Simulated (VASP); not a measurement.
# In (I4/mmm) in VASP: a series of runs, part 2 of 2

VASP 6.6.1.

## Step 5: Single point, r2SCAN

This run uses another cell than the first one, of 20.44 Å³/atom.

POSCAR reads:

```
In
1.0
   -1.5106146170      1.5106146170      2.2391882767
    1.5106146170     -1.5106146170      2.2391882767
    1.5106146170      1.5106146170     -2.2391882767
In
1
Direct
    0.0000000000      0.0000000000      0.0000000000
```

INCAR.step1 reads:

```
SYSTEM = In
PREC     = Accurate       ! precision mode
ENCUT    = 520            ! plane-wave cutoff, eV
ISMEAR   = -1             ! smearing method
SIGMA    = 0.05           ! smearing width, eV
LREAL    = .False.        ! projectors in reciprocal space
LASPH    = .True.         ! aspherical terms in the spheres
NELM     = 100            ! most SCF steps
NBANDS   = 12             ! bands
GGA      = PE             ! functional
ALGO     = Normal         ! electronic algorithm
EDIFF    = 1E-4           ! SCF threshold, eV
LWAVE    = .True.         ! write WAVECAR
LCHARG   = .False.        ! write CHGCAR
```

INCAR.step2 reads:

```
SYSTEM = In
PREC     = Accurate       ! precision mode
ENCUT    = 520            ! plane-wave cutoff, eV
EDIFF    = 1E-6           ! SCF threshold, eV
ISMEAR   = -1             ! smearing method
SIGMA    = 0.05           ! smearing width, eV
LREAL    = .False.        ! projectors in reciprocal space
LASPH    = .True.         ! aspherical terms in the spheres
NELM     = 100            ! most SCF steps
ALGO     = Normal         ! electronic algorithm
ISIF     = 2              ! what is computed and relaxed
LWAVE    = .False.        ! write WAVECAR
LCHARG   = .False.        ! write CHGCAR
METAGGA  = R2SCAN         ! meta-GGA
LMIXTAU  = .True.       
NBANDS   = 12             ! bands
ISTART   = 1
```

KPOINTS reads:

```
Automatic mesh
0
Gamma
  11 11 11
  0 0 0
```

Potentials or basis: VASP PAW PBE potentials, release 64 (In_d).

The run is started by

```
cat potpaw_PBE.64/In_d/POTCAR > POTCAR
cp INCAR.step1 INCAR
mpirun -np 1 vasp_std > vasp.out
cp INCAR.step2 INCAR
mpirun -np 1 vasp_std > vasp.out
```

OUTCAR:

```text
SYSTEM = In
   PREC = Accurate
   ENCUT = 520
   EDIFF = 1E-6
   ISMEAR = -1
   LREAL = .False.
   LASPH = .True.
   NELM = 100
   ISIF = 2
   METAGGA = R2SCAN
   ISTART = 1

 ion  position               nearest neighbor table
   1  0.000  0.000  0.000-

  LATTYP: Found a body centered tetragonal cell.
 ALAT       =     3.0212292340
 C/A-ratio  =     1.4823028001

  Lattice vectors:

 A1 = (  -1.5106146170,   1.5106146170,   2.2391882767)
 A2 = (   1.5106146170,  -1.5106146170,   2.2391882767)
 A3 = (   1.5106146170,   1.5106146170,  -2.2391882767)

Analysis of symmetry for initial positions (statically):
=====================================================================
 Subroutine PRICEL returns:
 Original cell was already a primitive cell.

 Routine SETGRP: Setting up the symmetry group for a
 body centered tetragonal supercell.

 Subroutine GETGRP returns: Found 16 space group operations
 (whereof 16 operations were pure point group operations)
 out of a pool of 16 trial point group operations.

The static configuration has the point symmetry D_4h.

Analysis of symmetry for dynamics (positions and initial velocities):
=====================================================================
 Subroutine PRICEL returns:
 Original cell was already a primitive cell.

 Routine SETGRP: Setting up the symmetry group for a
 body centered tetragonal supercell.

 Subroutine GETGRP returns: Found 16 space group operations
 (whereof 16 operations were pure point group operations)
 out of a pool of 16 trial point group operations.

The dynamic configuration has the point symmetry D_4h.

 Subroutine INISYM returns: Found 16 space group operations
 (whereof 16 operations are pure point group operations),
 and found     1 'primitive' translations

----------------------------------------------------------------------------------------

                                     Primitive cell

  volume of cell :      20.4389

  direct lattice vectors                    reciprocal lattice vectors
    -1.510614617  1.510614617  2.239188277     0.000000000  0.330991104  0.223295203
     1.510614617 -1.510614617  2.239188277     0.330991104  0.000000000  0.223295203
     1.510614617  1.510614617 -2.239188277     0.330991104  0.330991104  0.000000000

  length of vectors
     3.094814563  3.094814563  3.094814563     0.399269156  0.399269156  0.468092108

  position of ions in fractional coordinates (direct lattice)
     0.000000000  0.000000000  0.000000000

  ion indices of the primitive-cell ions
   primitive index   ion index
                 1           1

----------------------------------------------------------------------------------------

 KPOINTS: Automatic mesh

Automatic generation of k-mesh.
 Grid dimensions read from file:
 generate k-points for:   11   11   11

 Generating k-lattice:

  Cartesian coordinates                     Fractional coordinates (reciprocal lattice)
     0.000000000  0.030090100  0.020299564     0.090909091  0.000000000  0.000000000
     0.030090100  0.000000000  0.020299564     0.000000000  0.090909091  0.000000000
     0.030090100  0.030090100  0.000000000     0.000000000  0.000000000  0.090909091

  Length of vectors
     0.036297196  0.036297196  0.042553828

  Shift w.r.t. Gamma in fractional coordinates (k-lattice)
     0.000000000  0.000000000  0.000000000

 Subroutine IBZKPT returns following result:
 ===========================================

 Found    126 irreducible k-points:

 Following reciprocal coordinates:
            Coordinates               Weight
  0.000000  0.000000  0.000000      1.000000
  0.090909  0.000000  0.000000      8.000000
  0.181818  0.000000  0.000000      8.000000
  0.272727  0.000000  0.000000      8.000000
  0.363636  0.000000 -0.000000      8.000000
  0.454545  0.000000  0.000000      8.000000
[... 16 lines left out ...]
 -0.272727  0.181818  0.000000     16.000000
 -0.181818  0.181818  0.000000      4.000000
 [... further k-points ...]
   k-points           NKPTS =    126   k-points in BZ     NKDIM =    126   number of bands    NBANDS=     12
   number of dos      NEDOS =    301   number of ions     NIONS =      1
   total plane-waves  NPLWV =  13824
   dimension x,y,z NGX =    24 NGY =   24 NGZ =   24
   dimension x,y,z NGXF=    48 NGYF=   48 NGZF=   48
   ions per type =               1
   NGX,Y,Z   is equivalent  to a cutoff of  12.89, 12.89, 12.89 a.u.
   NGXF,Y,Z  is equivalent  to a cutoff of  25.78, 25.78, 25.78 a.u.
 SYSTEM =  In
   PREC   = accura    normal or accurate (medium, high low for compatibility)
   ISTART =      1    job   : 0-new  1-cont  2-samecut
   ICHARG =      0    charge: 1-file 2-atom 10-const
   ISPIN  =      1    spin polarized calculation?
   LNONCOLLINEAR =      F non collinear calculations
   LSORBIT =      F    spin-orbit coupling
   LASPH  =      T    aspherical Exc in radial PAW
   ENCUT  =  520.0 eV  38.22 Ry    6.18 a.u.   5.75  5.75  5.75*2*pi/ulx,y,z
   NELM   =    100;   NELMIN=  2; NELMDL=  0     # of ELM steps
   EDIFF  = 0.1E-05   stopping-criterion for ELM
   LREAL  =      F    real-space projection
   EDIFFG = 0.1E-04   stopping-criterion for IOM
   NSW    =      0    number of steps for IOM
   IBRION =     -1    ionic relax: 0-MD 1-quasi-New 2-CG
   NFREE  =      0    steps in history (QN), initial steepest desc. (CG)
   ISIF   =      2    stress and relaxation
   ISYM   =      2    0-nonsym 1-usesym 2-fastsym
   POTIM  = 0.5000    time-step for ionic-motion
   TEBEG  =    0.0;   TEEND  =   0.0 temperature during run
   PSTRESS=    0.0 pullay stress
   NELECT =      13.0000    total number of electrons
   NUPDOWN=      -1.0000    fix difference up-down
   EMIN   =  10.00;   EMAX   =-10.00  energy-range for DOS
   EFERMI =   0.00;   METHOD = LEGACY
   ISMEAR =    -1;   SIGMA  =   0.05  broadening in eV -4-tet -1-fermi 0-gaus
   EFERMI_NEDOS =   21; number of points for ismear=-14 and -15
   IALGO  =     38    algorithm
   IMIX   =      4    mixing-type and parameters
     AMIX     =   0.40;   BMIX     =  1.00
     AMIX_MAG =   1.60;   BMIX_MAG =  1.00
  volume/ion in A,a.u.               =      20.44       137.93
  Fermi-wavevector in a.u.,A,eV,Ry     =   1.407894  2.660534 26.968999  1.982166
  Thomas-Fermi vector in A             =   2.530107
   LORBIT       =      0    0 simple, 1 ext, 2 COOP (PROOUT), +10 PAW based schemes
   METAGGA = R2SCAN    functional components
   LHFCALC =     F    Hartree Fock is set to
   AEXX    =    0.0000 exact exchange contribution
   IVDW    =     0    specifies the selected vdW correction
   LEPSILON=     F    determine dielectric tensor
   LRPA    =     F    only Hartree local field effects (RPA)
 non-spin polarized calculation
  energy-cutoff  :      520.00
  volume of cell :       20.44
 maximum number of plane-waves:       560
   NGX = 11   NGY = 11   NGZ = 11

 number of electron      12.9999998 magnetization

 Free energy of the ion-electron system (eV)
  ---------------------------------------------------
  ext. energy  EPLUGINS =         0.00000000
  ---------------------------------------------------
  free energy    TOTEN  =       -22.28424635 eV

  energy without entropy =      -22.27997245  energy(sigma->0) =      -22.28210940

 E-fermi :  10.8758     XC(G=0): -12.4698

 val. band max:       10.8630960358   @ k =   0.4545   0.3636   0.0909
 cond. band min:      10.8829586309   @ k =   0.3636   0.3636  -0.0000
 fundamental gap:      0.0198625951
 Fermi energy:        10.8758410301

 k-point     1 :       0.0000    0.0000    0.0000
  band No.  band energies     occupation
      1      -5.0328      2.00000
      2      -4.9077      2.00000
      3      -4.9076      2.00000
      4      -4.6724      2.00000
      5      -4.5421      2.00000
      6      -1.3540      2.00000
      7      23.1850      0.00000
      8      24.2383      0.00000
      9      24.2383      0.00000
     10      24.3857      0.00000
     11      27.6606      0.00000
     12      27.6630      0.00000
[... 331 lines left out ...]
 k-point    24 :      -0.1818    0.1818    0.0000
  band No.  band energies     occupation
      1      -5.0554      2.00000
      2      -4.8040      2.00000
      3      -4.7496      2.00000
      4      -4.7394      2.00000
      5      -4.5469      2.00000
      6      -0.0633      2.00000
      7      19.8977      0.00000
      8      20.0434      0.00000
      9      21.2702      0.00000
     10      21.8677      0.00000
     11      24.0194      0.00000
     12      30.7329      0.00000

 [... further k-points ...]

------------------------ aborting loop because EDIFF is reached ----------------------------------------

  FORCE on cell =-STRESS in cart. coord.  units (eV):
  Direction    XX          YY          ZZ          XY          YZ          ZX
  --------------------------------------------------------------------------------------
  -------------------------------------------------------------------------------------
  Total        2.5870759      2.5870759      2.5859314      0.0000000      0.0000000      0.0000000
  in kB      202.7971239    202.7971239    202.7074019      0.0000000      0.0000000      0.0000000
  external PRESSURE =     202.7672165 kB  Pullay stress =       0.0000000 kB

 VOLUME and BASIS-vectors are now :
 -----------------------------------------------------------------------------
  energy-cutoff  :      520.00
  volume of cell :       20.44
      direct lattice vectors                 reciprocal lattice vectors
    -1.510614617  1.510614617  2.239188277     0.000000000  0.330991104  0.223295203
     1.510614617 -1.510614617  2.239188277     0.330991104  0.000000000  0.223295203
     1.510614617  1.510614617 -2.239188277     0.330991104  0.330991104  0.000000000

 POSITION                                       TOTAL-FORCE (eV/Angst)
 -----------------------------------------------------------------------------------
      0.00000      0.00000      0.00000        -0.000000      0.000000      0.000000
 -----------------------------------------------------------------------------------
    total drift:                                0.000000     -0.000000     -0.000000

  FREE ENERGIE OF THE ION-ELECTRON SYSTEM (eV)
  ---------------------------------------------------
  free  energy   TOTEN  =       -22.2842463482 eV

  energy  without entropy=      -22.2799724516  energy(sigma->0) =      -22.28210940
```

It took 70 s on 1 thread of AMD EPYC 9R45 (Zen 5), shared host; peak memory 0.13 GiB.

Results:

```
Free energy            : -22.2842 eV
Pressure               : 20.3 GPa
Band gap on the k mesh : zero (an odd number of electrons rules out a gap without spin polarisation)
```

Levels at points of the mesh, in eV from the Fermi level:
```csv
k point,band 4,band 5,band 6,band 7,band 8,band 9
"(0.00, 0.00, 0.00)",-15.55,-15.42,-12.23,12.31,13.36,13.36
```

Caveat: the cell stands under pressure; the PAW data sets were made with another functional, which shifts forces and pressure a little; spin-orbit coupling is left out, which moves the levels of the heavy elements.

## Step 6: Single point, r2SCAN

This run uses another cell than the first one, of 22.43 Å³/atom.

POSCAR reads:

```
In
1.0
   -1.5589829584      1.5589829584      2.3070489441
    1.5589829584     -1.5589829584      2.3070489441
    1.5589829584      1.5589829584     -2.3070489441
In
1
Direct
    0.0000000000      0.0000000000      0.0000000000
```

INCAR.step1 reads:

```
SYSTEM = In
ALGO = Normal
EDIFF = 1E-4
ENCUT = 520
GGA = PE
ISMEAR = -1
LASPH = .TRUE.
LCHARG = .FALSE.
LREAL = .FALSE.
LWAVE = .TRUE.
NBANDS = 12
NELM = 100
PREC = Accurate
SIGMA = 0.05
```

INCAR.step2 reads:

```
SYSTEM = In
ALGO = Normal
EDIFF = 1E-6
ENCUT = 520
ISIF = 2
ISMEAR = -1
ISTART = 1
LASPH = .TRUE.
LCHARG = .FALSE.
LMIXTAU = .TRUE.
LREAL = .FALSE.
LWAVE = .FALSE.
METAGGA = R2SCAN
NBANDS = 12
NELM = 100
PREC = Accurate
SIGMA = 0.05
```

KPOINTS reads:

```
k-points
0
G
  11 11 11
  0 0 0
```

Potentials or basis: VASP PAW PBE potentials, release 64 (In_d).

The run is started by

```
cat potpaw_PBE.64/In_d/POTCAR > POTCAR
cp INCAR.step1 INCAR
mpirun -np 1 vasp_std > vasp.out
cp INCAR.step2 INCAR
mpirun -np 1 vasp_std > vasp.out
```

It took 75 s on 1 thread of AMD EPYC 9R45 (Zen 5), shared host; peak memory 0.13 GiB.

The run converged. Its results:

* Free energy: -22.4686 eV
* Pressure: 10.1 GPa
* Band gap on the k mesh: zero (an odd number of electrons rules out a gap without spin polarisation)

Levels at points of the mesh, in eV from the Fermi level:
```tsv
k point	band 3	band 4	band 5	band 6	band 7	band 8	band 9	band 10
(0.00, 0.00, 0.00)	-15.51	-15.33	-15.22	-11.33	12.30	12.56	12.56	12.73
```

Caveat: the cell stands under pressure; the PAW data sets were made with another functional, which shifts forces and pressure a little; spin-orbit coupling is left out, which moves the levels of the heavy elements.

## Step 7: Overview

| level | cell | k mesh | grid for exact exchange (PRECFOCK) | share of exact exchange | gap on the mesh (eV) | pressure (GPa) |
| --- | --- | --- | --- | --- | --- | --- |
| PBE0 | a = 3.399 Å, angles 122.5, 122.5, 85.8°, 1 atom | 6 × 6 × 6 | Normal | 0.25 | none | -0.6 |
| r2SCAN50 | a = 3.377 Å, angles 122.5, 122.5, 85.8°, 1 atom | 6 × 6 × 6 | Normal | 0.5 | none | -1.2 |
| HF | a = 3.377 Å, angles 122.5, 122.5, 85.8°, 1 atom | 6 × 6 × 6 | Normal | 1 | none | 5.8 |
| r2SCAN | a = 3.095 Å, angles 121.6, 121.6, 87.3°, 1 atom | 11 × 11 × 11 | - | - | none | 20.3 |
| r2SCAN | a = 3.191 Å, angles 121.5, 121.5, 87.4°, 1 atom | 11 × 11 × 11 | - | - | none | 10.1 |

Alike in all rows: task single point; potentials or basis VASP PAW PBE potentials, release 64 (In_d); no spin polarisation; cutoff (eV) 520; smearing fermi-dirac 0.05 eV.

Caveats: some runs use coarse meshes; the PAW data sets were made with another functional, which shifts forces and pressure a little; spin-orbit coupling is left out, which moves the levels of the heavy elements; the cell stands under pressure (at least some runs).

Total energies depend on the potentials used, so only differences within one code and one set of settings carry meaning.
